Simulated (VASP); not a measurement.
# Ba (Im-3m) in VASP: notebook, part 2 of 2

VASP 6.6.1. The steps go on from the part before.

**5. Relaxation of cell and atoms, PBEsol**

This run uses another cell than the first one, of 62.50 Å³/atom.

File INCAR:

```
  ALGO = Normal
  EDIFF = 1E-7
  EDIFFG = -0.01
  ENCUT = 600
  GGA = PS
  IBRION = 2
  ISIF = 3
  ISMEAR = -1
  LASPH = True
  LCHARG = False
  LREAL = False
  LWAVE = False
  NELM = 80
  NSW = 80
  PREC = Accurate
  SIGMA = 0.1
```

File KPOINTS:

```
k-points
0
Gamma
  9 9 9
```

File POSCAR:

```
Ba
1.0
   -2.5000000000      2.5000000000      2.5000000000
    2.5000000000     -2.5000000000      2.5000000000
    2.5000000000      2.5000000000     -2.5000000000
Ba
1
Direct
    0.0000000000      0.0000000000      0.0000000000
```

On the command line:

```console
$ cat potpaw_PBE.64/Ba_sv/POTCAR > POTCAR
$ mpirun -np 1 vasp_std > vasp.out
```

Run time: 36 s. Hardware: 1 thread of Intel Xeon Platinum 8488C (Sapphire Rapids), shared host; peak memory 0.21 GiB.

It converged, with:

* Free energy: -2.1687 eV
* Relaxed volume: 58.73 Å³/atom
* Relaxed cell: a = 4.241 Å, b = 4.241 Å, c = 4.241 Å, α = 109.47°, β = 109.47°, γ = 109.47°
* Space group after relaxing (to 0.1 Å): Im-3m (No. 229)
* Energy gained by relaxing: 6.5 meV/atom
* Ionic steps: 3
* Pressure after relaxing: 0.0 GPa
* Band gap on the k mesh: zero (bands 5 and 6 overlap by 1.07 eV)

The path:
| step | energy change (eV) | largest force (eV/Å) | pressure (GPa) | volume (Å³) |
| --- | --- | --- | --- | --- |
| 1 | 0.0000 | 0.0000 | -0.53 | 62.50 |
| 2 | -0.0047 | 0.0000 | -0.29 | 60.66 |
| 3 | -0.0065 | 0.0000 | 0.00 | 58.73 |

Final structure:
```xyz
1
Lattice="-2.4487 2.4487 2.4487 2.4487 -2.4487 2.4487 2.4487 2.4487 -2.4487" Properties=species:S:1:pos:R:3 pbc="T T T"
Ba    0.0000    0.0000    0.0000
```

Levels at points of the mesh, in eV from the Fermi level:
```
           k point  band 2  band 3  band 4  band 5  band 6  band 7  band 8  band 9
(0.00, 0.00, 0.00)  -13.64  -13.64  -13.64   -2.82    1.87    1.87    1.87    3.41
```

Caveat: the PAW data sets were made with another functional, which shifts forces and pressure a little; spin-orbit coupling is left out, which moves the levels of the heavy elements.

**6. Single point, PBEsol (55.69 Å³/atom)**

This run uses another cell than the first one, of 55.69 Å³/atom.

File INCAR:

```
SYSTEM = Ba
PREC     = Accurate       ! precision mode
ENCUT    = 520            ! plane-wave cutoff, eV
EDIFF    = 1E-7           ! SCF threshold, eV
ISMEAR   = -1             ! smearing method
SIGMA    = 0.1            ! smearing width, eV
LREAL    = .FALSE.        ! projectors in reciprocal space
LASPH    = .TRUE.         ! aspherical terms in the spheres
NELM     = 100            ! most SCF steps
ALGO     = Normal         ! electronic algorithm
ISIF     = 2              ! what is computed and relaxed
LWAVE    = .FALSE.        ! write WAVECAR
LCHARG   = .FALSE.        ! write CHGCAR
GGA      = PS             ! functional
NBANDS   = 11             ! bands
```

File KPOINTS:

```
Automatic mesh
0
G
  15 15 15
  0 0 0
```

File POSCAR:

```
Ba
1.0
   -2.4057454765      2.4057454765      2.4057454765
    2.4057454765     -2.4057454765      2.4057454765
    2.4057454765      2.4057454765     -2.4057454765
Ba
1
Direct
    0.0000000000      0.0000000000      0.0000000000
```

Potentials or basis: VASP PAW PBE potentials, release 64 (Ba_sv).

On the command line:

```console
$ cat potpaw_PBE.64/Ba_sv/POTCAR > POTCAR
$ mpirun -np 1 vasp_std > vasp.out
```

OUTCAR:

```text
SYSTEM = Ba
   PREC = Accurate
   ENCUT = 520
   EDIFF = 1E-7
   ISMEAR = -1
   LREAL = .FALSE.
   LASPH = .TRUE.
   NELM = 100
   ISIF = 2
   GGA = PS

 ion  position               nearest neighbor table
   1  0.000  0.000  0.000-

  LATTYP: Found a body centered cubic cell.
 ALAT       =     4.8114909530

  Lattice vectors:

 A1 = (  -2.4057454765,   2.4057454765,   2.4057454765)
 A2 = (   2.4057454765,  -2.4057454765,   2.4057454765)
 A3 = (   2.4057454765,   2.4057454765,  -2.4057454765)

Analysis of symmetry for initial positions (statically):
=====================================================================
 Subroutine PRICEL returns:
 Original cell was already a primitive cell.

 Routine SETGRP: Setting up the symmetry group for a
 body centered cubic supercell.

 Subroutine GETGRP returns: Found 48 space group operations
 (whereof 48 operations were pure point group operations)
 out of a pool of 48 trial point group operations.

The static configuration has the point symmetry O_h .

[... 163 lines left out ...]

 k-point     1 :       0.0000    0.0000    0.0000
  band No.  band energies     occupation
      1     -26.7010      2.00000
      2     -11.5440      2.00000
      3     -11.5440      2.00000
      4     -11.5440      2.00000
      5      -0.8584      2.00000
      6       3.9050      0.00000
      7       3.9050      0.00000
      8       3.9050      0.00000
      9       5.5180      0.00000
     10       5.5180      0.00000
     11       9.2570      0.00000
[... 309 lines left out ...]
 k-point    24 :       0.4000    0.2000   -0.0000
  band No.  band energies     occupation
      1     -26.6206      2.00000
      2     -12.1481      2.00000
      3     -11.8623      2.00000
      4     -11.6153      2.00000
      5       1.5591      1.96704
      6       2.6026      0.00350
      7       3.0731      0.00003
      8       5.3674      0.00000
      9       6.2234      0.00000
     10       8.0898      0.00000
     11       8.4596      0.00000

 [... further k-points ...]

------------------------ aborting loop because EDIFF is reached ----------------------------------------

  FORCE on cell =-STRESS in cart. coord.  units (eV):
  Direction    XX          YY          ZZ          XY          YZ          ZX
  --------------------------------------------------------------------------------------
  -------------------------------------------------------------------------------------
  Total        0.1846047      0.1846047      0.1846047     -0.0000000      0.0000000     -0.0000000
  in kB        5.3106100      5.3106100      5.3106100     -0.0000000      0.0000000     -0.0000000
  external PRESSURE =       5.3106100 kB  Pullay stress =       0.0000000 kB

 VOLUME and BASIS-vectors are now :
 -----------------------------------------------------------------------------
  energy-cutoff  :      520.00
  volume of cell :       55.69
      direct lattice vectors                 reciprocal lattice vectors
    -2.405745476  2.405745476  2.405745476     0.000000000  0.207835785  0.207835785
     2.405745476 -2.405745476  2.405745476     0.207835785  0.000000000  0.207835785
     2.405745476  2.405745476 -2.405745476     0.207835785  0.207835785  0.000000000

 POSITION                                       TOTAL-FORCE (eV/Angst)
 -----------------------------------------------------------------------------------
      0.00000      0.00000      0.00000         0.000000     -0.000000     -0.000000
 -----------------------------------------------------------------------------------
    total drift:                               -0.000000      0.000000      0.000000

  FREE ENERGIE OF THE ION-ELECTRON SYSTEM (eV)
  ---------------------------------------------------
  free  energy   TOTEN  =        -2.1643541799 eV

  energy  without entropy=       -2.1233370748  energy(sigma->0) =       -2.14384563
```

OSZICAR:

```text
N       E                     dE             d eps       ncg     rms          rms(c)
DAV:   1     0.534431231016E+02    0.53443E+02   -0.43894E+03  2648   0.762E+02
DAV:   2     0.381233957158E+00   -0.53062E+02   -0.51493E+02  3174   0.139E+02
DAV:   3    -0.209068976648E+01   -0.24719E+01   -0.24524E+01  3322   0.307E+01
DAV:   4    -0.216690787108E+01   -0.76218E-01   -0.76088E-01  3438   0.502E+00
DAV:   5    -0.216927662337E+01   -0.23688E-02   -0.23684E-02  3497   0.717E-01    0.189E+00
DAV:   6    -0.216599899011E+01    0.32776E-02   -0.53527E-03  3710   0.602E-01    0.110E+00
DAV:   7    -0.216426627413E+01    0.17327E-02   -0.71326E-03  3812   0.747E-01    0.561E-02
DAV:   8    -0.216434828778E+01   -0.82014E-04   -0.12753E-04  3294   0.790E-02    0.184E-02
DAV:   9    -0.216435491272E+01   -0.66249E-05   -0.71629E-06  3254   0.208E-02    0.209E-03
DAV:  10    -0.216435436817E+01    0.54455E-06   -0.21884E-07  3397   0.292E-03    0.107E-03
DAV:  11    -0.216435415528E+01    0.21289E-06   -0.20226E-08  1917   0.920E-04    0.300E-04
DAV:  12    -0.216435417994E+01   -0.24665E-07   -0.46102E-09  1743   0.392E-04
   1 F= -.21643542E+01 E0= -.21438456E+01  d E =-.410171E-01
```

stdout:

```text
POSCAR found type information on POSCAR Ba
 POSCAR found :  1 types and       1 ions
 scaLAPACK will be used
 -----------------------------------------------------------------------------
|                                                                             |
|                                                                             |
|     You enforced a specific xc type in the INCAR file but a different       |
|     I HOPE YOU KNOW WHAT YOU ARE DOING!                                     |
|                                                                             |
 -----------------------------------------------------------------------------

 LDA part: xc-table for (Slater+PW92), standard interpolation
 POSCAR, INCAR and KPOINTS ok, starting setup
 FFT: planning ... GRIDC
 FFT: planning ... GRID_SOFT
 FFT: planning ... GRID
 WAVECAR not read
 entering main loop
```

Run time: 26 s. Hardware: 1 thread of Intel Xeon Platinum 8488C (Sapphire Rapids), shared host; peak memory 0.22 GiB.

What came out:

```yaml
Free_energy: -2.1644 eV
Pressure: 0.5 GPa
Band_gap_on_the_k_mesh: zero (bands 5 and 6 overlap by 1.18 eV)
```

Levels at points of the mesh, in eV from the Fermi level:
```
           k point  band 2  band 3  band 4  band 5  band 6  band 7  band 8  band 9
(0.00, 0.00, 0.00)  -13.51  -13.51  -13.51   -2.83    1.94    1.94    1.94    3.55
```

Caveat: the PAW data sets were made with another functional, which shifts forces and pressure a little; spin-orbit coupling is left out, which moves the levels of the heavy elements.

**7. Summary**

```tsv
task	cell	k mesh	cutoff (eV)	gap on the mesh (eV)	pressure (GPa)
single point	a = 4.224 Å, angles 109.5°, 1 atom	9 × 9 × 9	520	none	0.1
single point	a = 4.048 Å, angles 109.5°, 1 atom	15 × 15 × 15	520	none	1.6
single point	a = 4.108 Å, angles 109.5°, 1 atom	15 × 15 × 15	520	none	1.0
relaxation of cell and atoms	relaxed from a = 4.330 Å, angles 109.5°, 1 atom	9 × 9 × 9	600	none	0.0
single point	a = 4.167 Å, angles 109.5°, 1 atom	15 × 15 × 15	520	none	0.5
```

Alike in all rows: level PBEsol; potentials or basis VASP PAW PBE potentials, release 64 (Ba_sv); no spin polarisation; smearing fermi-dirac 0.1 eV.

Caveats: the PAW data sets were made with another functional, which shifts forces and pressure a little; spin-orbit coupling is left out, which moves the levels of the heavy elements.

Absolute energies hang on the potentials; compare differences alone.
